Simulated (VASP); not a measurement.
MgS, 2 atoms in the cell. The structure is cubic, space group F-43m (No. 216). The conventional cell has a = 5.662 Å, b = 5.662 Å, c = 5.662 Å, α = 90.00°, β = 90.00°, γ = 90.00°. Mg (site symmetry -43m) has 4 S at 2.45 Å within 3.2 Å. S (site symmetry -43m) has 4 Mg at 2.45 Å within 3.2 Å. 

```yaml
Program: VASP 6.6.1
Task: single point
Functional: HSE06
Potentials_or_basis: VASP PAW PBE potentials, release 64 (Mg, S)
Cutoff: 520 eV
k_mesh: 6 × 6 × 6
Occupations: gaussian, width 0.01 eV
Spin: no spin polarisation
Dipole_correction: no
Grid_for_exact_exchange_PRECFOCK: Normal
Further_INCAR_settings: ALGO = Normal; EDIFF = 1e-06; NBANDS = 11
Screening_parameter: 0.2079 1/Å
```

Potentials or basis: VASP PAW PBE potentials, release 64 (Mg, S).

The run is started by

```console
$ cat potpaw_PBE.64/Mg/POTCAR potpaw_PBE.64/S/POTCAR > POTCAR
$ cp INCAR.step1 INCAR
$ mpirun -np 1 vasp_std > vasp.out
$ cp INCAR.step2 INCAR
$ mpirun -np 1 vasp_std > vasp.out
```

Hardware: 1 thread of AMD EPYC 7R43 64-Core Processor (Zen 3) (shared host).

Q: Estimate the wall time of this run.

A: Wall time 12 min on 1 thread of AMD EPYC 7R43 64-Core Processor (Zen 3), with other jobs on the host, peak memory 0.26 GiB. Counts: k points 16.
